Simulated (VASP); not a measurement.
# AlGa2 (P6/mmm) in VASP: further runs

The runs below take AlGa2 through single point, relaxation of cell and atoms, with PBE.

All numbers are computed with VASP 6.6.1; they aren't measurements. Logs are shortened: lines on timing, memory, paths and dates and some standing lists are left out, and cuts for length are marked.

## (1) The cell of the first run

Symmetry: P6/mmm, No. 191, hexagonal system. The conventional cell has a = 2.842 Å, b = 2.842 Å, c = 8.113 Å, α = 90.00°, β = 90.00°, γ = 120.00°. Al (site symmetry 6/mmm) has 2 Ga at 2.71 Å and 6 Al at 2.84 Å within 3.6 Å. Within 3.5 Å of Ga (site symmetry 6mm) lie 7 Ga at 2.69 to 2.84 Å and 1 Al at 2.71 Å.

The cell was generated, and may not be a known phase.

## (2) Single point, PBE

INCAR reads:

```
PREC = Accurate
ENCUT = 520
EDIFF = 1E-6
ISMEAR = 0
SIGMA = 0.1
LREAL = False
LASPH = True
NELM = 60
ALGO = Normal
ISIF = 2
LWAVE = False
LCHARG = False
GGA = PE
NBANDS = 22
```

KPOINTS reads:

```
regular mesh
0
Gamma
  6 6 4
```

POSCAR reads:

```
AlGa2
1.0
    2.8422151509      0.0000000023      0.0000000000
   -1.4211075775      2.4614305226      0.0000000000
    0.0000000000      0.0000000000      8.1131340854
Al Ga
1 2
Direct
    0.0000000000      0.0000000000      0.0000000000
    0.0000000000      0.0000000000      0.3341944359
    0.0000000000      0.0000000000      0.6658055641
```

Potentials or basis: VASP PAW PBE potentials, release 64 (Al, Ga_d).

The run is started by

```bash
> cat potpaw_PBE.64/Al/POTCAR potpaw_PBE.64/Ga_d/POTCAR > POTCAR
> mpirun -np 1 vasp_std > vasp.out
```

OUTCAR:

```text
PREC = Accurate
   ENCUT = 520
   EDIFF = 1E-6
   ISMEAR = 0
   LREAL = False
   LASPH = True
   NELM = 60
   ISIF = 2
   GGA = PE

 ion  position               nearest neighbor table
   1  0.000  0.000  0.000-   2 2.71   3 2.71
   2  0.000  0.000  0.334-   3 2.69   1 2.71
   3  0.000  0.000  0.666-   2 2.69   1 2.71

  LATTYP: Found a hexagonal cell.
 ALAT       =     2.8422151509
 C/A-ratio  =     2.8545108849

  Lattice vectors:

 A1 = (   2.8422151509,   0.0000000023,   0.0000000000)
 A2 = (  -1.4211075775,   2.4614305226,   0.0000000000)
 A3 = (   0.0000000000,   0.0000000000,   8.1131340854)

Analysis of symmetry for initial positions (statically):
=====================================================================
 Subroutine PRICEL returns:
 Original cell was already a primitive cell.

 Routine SETGRP: Setting up the symmetry group for a
 hexagonal supercell.

 Subroutine GETGRP returns: Found 24 space group operations
 (whereof 24 operations were pure point group operations)
 out of a pool of 24 trial point group operations.

The static configuration has the point symmetry D_6h.

Analysis of symmetry for dynamics (positions and initial velocities):
=====================================================================
 Subroutine PRICEL returns:
 Original cell was already a primitive cell.

 Routine SETGRP: Setting up the symmetry group for a
 hexagonal supercell.

 Subroutine GETGRP returns: Found 24 space group operations
 (whereof 24 operations were pure point group operations)
 out of a pool of 24 trial point group operations.

The dynamic configuration has the point symmetry D_6h.

 Subroutine INISYM returns: Found 24 space group operations
 (whereof 24 operations are pure point group operations),
 and found     1 'primitive' translations

----------------------------------------------------------------------------------------

                                     Primitive cell

  volume of cell :      56.7588

  direct lattice vectors                    reciprocal lattice vectors
     2.842215151  0.000000002  0.000000000     0.351838248  0.203133908  0.000000000
    -1.421107577  2.461430523  0.000000000    -0.000000000  0.406267815  0.000000000
     0.000000000  0.000000000  8.113134085     0.000000000  0.000000000  0.123256930

  length of vectors
     2.842215151  2.842215151  8.113134085     0.406267815  0.406267815  0.123256930

  position of ions in fractional coordinates (direct lattice)
     0.000000000  0.000000000  0.000000000
     0.000000000  0.000000000  0.334194436
     0.000000000  0.000000000  0.665805564

  ion indices of the primitive-cell ions
   primitive index   ion index
                 1           1
                 2           2
                 3           3

----------------------------------------------------------------------------------------

 KPOINTS: regular mesh

Automatic generation of k-mesh.
 Grid dimensions read from file:
 generate k-points for:    6    6    4

 Generating k-lattice:

  Cartesian coordinates                     Fractional coordinates (reciprocal lattice)
     0.058639708  0.033855651  0.000000000     0.166666667  0.000000000  0.000000000
    -0.000000000  0.067711302  0.000000000     0.000000000  0.166666667  0.000000000
     0.000000000  0.000000000  0.030814232     0.000000000  0.000000000  0.250000000

  Length of vectors
     0.067711302  0.067711302  0.030814232

  Shift w.r.t. Gamma in fractional coordinates (k-lattice)
     0.000000000  0.000000000  0.000000000

 Subroutine IBZKPT returns following result:
 ===========================================

 Found     21 irreducible k-points:

 Following reciprocal coordinates:
            Coordinates               Weight
  0.000000  0.000000  0.000000      1.000000
  0.166667  0.000000  0.000000      6.000000
  0.333333  0.000000  0.000000      6.000000
  0.500000  0.000000  0.000000      3.000000
  0.166667  0.166667  0.000000      6.000000
  0.333333  0.166667  0.000000     12.000000
[... 13 lines left out ...]
  0.333333  0.166667  0.500000     12.000000
  0.333333  0.333333  0.500000      2.000000
   k-points           NKPTS =     21   k-points in BZ     NKDIM =     21   number of bands    NBANDS=     22
   number of dos      NEDOS =    301   number of ions     NIONS =      3
   total plane-waves  NPLWV =  34560
   dimension x,y,z NGX =    24 NGY =   24 NGZ =   60
   dimension x,y,z NGXF=    48 NGYF=   48 NGZF=  120
   ions per type =               1   2
   NGX,Y,Z   is equivalent  to a cutoff of  14.04, 14.04, 12.29 a.u.
   NGXF,Y,Z  is equivalent  to a cutoff of  28.08, 28.08, 24.59 a.u.
 SYSTEM =  unknown system
   PREC   = accura    normal or accurate (medium, high low for compatibility)
   ISTART =      0    job   : 0-new  1-cont  2-samecut
   ICHARG =      2    charge: 1-file 2-atom 10-const
   ISPIN  =      1    spin polarized calculation?
   LNONCOLLINEAR =      F non collinear calculations
   LSORBIT =      F    spin-orbit coupling
   LASPH  =      T    aspherical Exc in radial PAW
   ENCUT  =  520.0 eV  38.22 Ry    6.18 a.u.   5.28  5.28 15.09*2*pi/ulx,y,z
   NELM   =     60;   NELMIN=  2; NELMDL= -5     # of ELM steps
   EDIFF  = 0.1E-05   stopping-criterion for ELM
   LREAL  =      F    real-space projection
   EDIFFG = 0.1E-04   stopping-criterion for IOM
   NSW    =      0    number of steps for IOM
   IBRION =     -1    ionic relax: 0-MD 1-quasi-New 2-CG
   NFREE  =      0    steps in history (QN), initial steepest desc. (CG)
   ISIF   =      2    stress and relaxation
   ISYM   =      2    0-nonsym 1-usesym 2-fastsym
   POTIM  = 0.5000    time-step for ionic-motion
   TEBEG  =    0.0;   TEEND  =   0.0 temperature during run
   PSTRESS=    0.0 pullay stress
   NELECT =      29.0000    total number of electrons
   NUPDOWN=      -1.0000    fix difference up-down
   EMIN   =  10.00;   EMAX   =-10.00  energy-range for DOS
   EFERMI =   0.00;   METHOD = LEGACY
   ISMEAR =     0;   SIGMA  =   0.10  broadening in eV -4-tet -1-fermi 0-gaus
   EFERMI_NEDOS =   21; number of points for ismear=-14 and -15
   IALGO  =     38    algorithm
   IMIX   =      4    mixing-type and parameters
     AMIX     =   0.40;   BMIX     =  1.00
     AMIX_MAG =   1.60;   BMIX_MAG =  1.00
  volume/ion in A,a.u.               =      18.92       127.68
  Fermi-wavevector in a.u.,A,eV,Ry     =   1.308769  2.473215 23.305108  1.712877
  Thomas-Fermi vector in A             =   2.439414
   LORBIT       =      0    0 simple, 1 ext, 2 COOP (PROOUT), +10 PAW based schemes
   GGA     = PE    functional components
   LHFCALC =     F    Hartree Fock is set to
   AEXX    =    0.0000 exact exchange contribution
   IVDW    =     0    specifies the selected vdW correction
   LEPSILON=     F    determine dielectric tensor
   LRPA    =     F    only Hartree local field effects (RPA)
 non-spin polarized calculation
 Gauss-broadening in eV      SIGMA  =   0.10
  energy-cutoff  :      520.00
  volume of cell :       56.76
 maximum number of plane-waves:      1548
 NGX is ok and might be reduce to    24
   NGX = 11   NGY = 11   NGZ = 31

 number of electron      29.0000028 magnetization

 Free energy of the ion-electron system (eV)
  ---------------------------------------------------
  ext. energy  EPLUGINS =         0.00000000
  ---------------------------------------------------
  free energy    TOTEN  =        -9.33323937 eV

  energy without entropy =       -9.32853658  energy(sigma->0) =       -9.33088798

 E-fermi :   5.6257     XC(G=0): -10.5353

 val. band max:        5.2854080203   @ k =   0.3333   0.1667   0.2500
 cond. band min:       5.6256674407   @ k =   0.3333   0.1667   0.5000
 fundamental gap:      0.3402594204
 Fermi energy:         5.6256635837

 k-point     1 :       0.0000    0.0000    0.0000
  band No.  band energies     occupation
      1      -9.3672      2.00000
      2      -9.1986      2.00000
      3      -9.1782      2.00000
      4      -9.1782      2.00000
      5      -9.1644      2.00000
      6      -9.1644      2.00000
[... 14 lines left out ...]
     21      18.9513      0.00000
     22      19.2812      0.00000

 k-point     2 :       0.1667    0.0000    0.0000
  band No.  band energies     occupation
      1      -9.3280      2.00000
      2      -9.2065      2.00000
      3      -9.1974      2.00000
      4      -9.1150      2.00000
      5      -9.1084      2.00000
      6      -9.0963      2.00000
[... 14 lines left out ...]
     21      16.3197      0.00000
     22      17.1514      0.00000

 k-point     3 :       0.3333    0.0000    0.0000
  band No.  band energies     occupation
      1      -9.3309      2.00000
      2      -9.2798      2.00000
      3      -9.1983      2.00000
      4      -9.1718      2.00000
      5      -9.0773      2.00000
      6      -9.0602      2.00000
[... 14 lines left out ...]
     21      15.0096      0.00000
     22      15.1552      0.00000

 k-point     4 :       0.5000    0.0000    0.0000
  band No.  band energies     occupation
      1      -9.3608      2.00000
      2      -9.3176      2.00000
      3      -9.2498      2.00000
      4      -9.1375      2.00000
      5      -9.1164      2.00000
      6      -9.0713      2.00000
[... 14 lines left out ...]
     21      12.6682      0.00000
     22      14.3915      0.00000

 k-point     5 :       0.1667    0.1667    0.0000
  band No.  band energies     occupation
      1      -9.2703      2.00000
      2      -9.2190      2.00000
      3      -9.1999      2.00000
      4      -9.1607      2.00000
      5      -9.1057      2.00000
      6      -9.0651      2.00000
[... 14 lines left out ...]
     21      12.4227      0.00000
     22      16.4175      0.00000

 k-point     6 :       0.3333    0.1667    0.0000
  band No.  band energies     occupation
      1      -9.2759      2.00000
      2      -9.2279      2.00000
      3      -9.2207      2.00000
      4      -9.1570      2.00000
      5      -9.1001      2.00000
      6      -9.0954      2.00000
[... 14 lines left out ...]
     21      11.2005      0.00000
     22      13.2595      0.00000

 k-point     7 :       0.3333    0.3333    0.0000
  band No.  band energies     occupation
      1      -9.1796      2.00000
      2      -9.1782      2.00000
      3      -9.1782      2.00000
      4      -9.0892      2.00000
      5      -9.0892      2.00000
      6      -9.0818      2.00000
[... 249 lines left out ...]
      6      -9.0602      2.00000
[... 14 lines left out ...]
     21      13.6779      0.00000
     22      13.7979      0.00000

 k-point    18 :       0.5000    0.0000    0.5000
  band No.  band energies     occupation
      1      -9.3606      2.00000
      2      -9.3177      2.00000
      3      -9.2490      2.00000
      4      -9.1355      2.00000
      5      -9.1173      2.00000
      6      -9.0713      2.00000
[... 14 lines left out ...]
     21      13.1841      0.00000
     22      14.7225      0.00000

 k-point    19 :       0.1667    0.1667    0.5000
  band No.  band energies     occupation
      1      -9.2681      2.00000
      2      -9.2190      2.00000
      3      -9.1999      2.00000
      4      -9.1598      2.00000
      5      -9.1067      2.00000
      6      -9.0651      2.00000
[... 14 lines left out ...]
     21      13.6215      0.00000
     22      13.7267      0.00000

 k-point    20 :       0.3333    0.1667    0.5000
  band No.  band energies     occupation
      1      -9.2754      2.00000
      2      -9.2279      2.00000
      3      -9.2201      2.00000
      4      -9.1555      2.00000
      5      -9.0999      2.00000
      6      -9.0962      2.00000
[... 14 lines left out ...]
     21      12.2176      0.00000
     22      14.2459      0.00000

 k-point    21 :       0.3333    0.3333    0.5000
  band No.  band energies     occupation
      1      -9.1779      2.00000
      2      -9.1779      2.00000
      3      -9.1778      2.00000
      4      -9.0891      2.00000
      5      -9.0891      2.00000
      6      -9.0822      2.00000
[... 14 lines left out ...]
     21      11.3898      0.00000
     22      11.3898      0.00000

------------------------ aborting loop because EDIFF is reached ----------------------------------------

  FORCE on cell =-STRESS in cart. coord.  units (eV):
  Direction    XX          YY          ZZ          XY          YZ          ZX
  --------------------------------------------------------------------------------------
  -------------------------------------------------------------------------------------
  Total        0.0046641      0.0046641      0.1110041     -0.0000000     -0.0000000      0.0000000
  in kB        0.1316568      0.1316568      3.1334053     -0.0000000     -0.0000000      0.0000000
  external PRESSURE =       1.1322397 kB  Pullay stress =       0.0000000 kB

 VOLUME and BASIS-vectors are now :
 -----------------------------------------------------------------------------
  energy-cutoff  :      520.00
  volume of cell :       56.76
      direct lattice vectors                 reciprocal lattice vectors
     2.842215151  0.000000002  0.000000000     0.351838248  0.203133908  0.000000000
    -1.421107577  2.461430523  0.000000000    -0.000000000  0.406267815  0.000000000
     0.000000000  0.000000000  8.113134085     0.000000000  0.000000000  0.123256930

 POSITION                                       TOTAL-FORCE (eV/Angst)
 -----------------------------------------------------------------------------------
      0.00000      0.00000      0.00000        -0.000000     -0.000000      0.000000
      0.00000      0.00000      2.71136         0.000000      0.000000      0.000766
      0.00000      0.00000      5.40177        -0.000000     -0.000000     -0.000766
 -----------------------------------------------------------------------------------
    total drift:                                0.000000     -0.000000      0.000000

  FREE ENERGIE OF THE ION-ELECTRON SYSTEM (eV)
  ---------------------------------------------------
  free  energy   TOTEN  =        -9.3332393746 eV

  energy  without entropy=       -9.3285365842  energy(sigma->0) =       -9.33088798
```

It took 27 s on 1 thread of Intel Xeon Platinum 8375C at 2.90GHz (Ice Lake), shared host; peak memory 0.18 GiB.

What came out:

```yaml
Free_energy: -9.3332 eV
Pressure: 0.1 GPa
Band_gap_on_the_k_mesh: zero (an odd number of electrons rules out a gap without spin polarisation)
```

Caveat: the k points lie up to 0.43 Å⁻¹ apart, too coarse for converged energies and pressures of a metal.

(Continued in part 2 of 2.)

The gap in the log of VASP goes by the Fermi energy; the results here count the filled bands.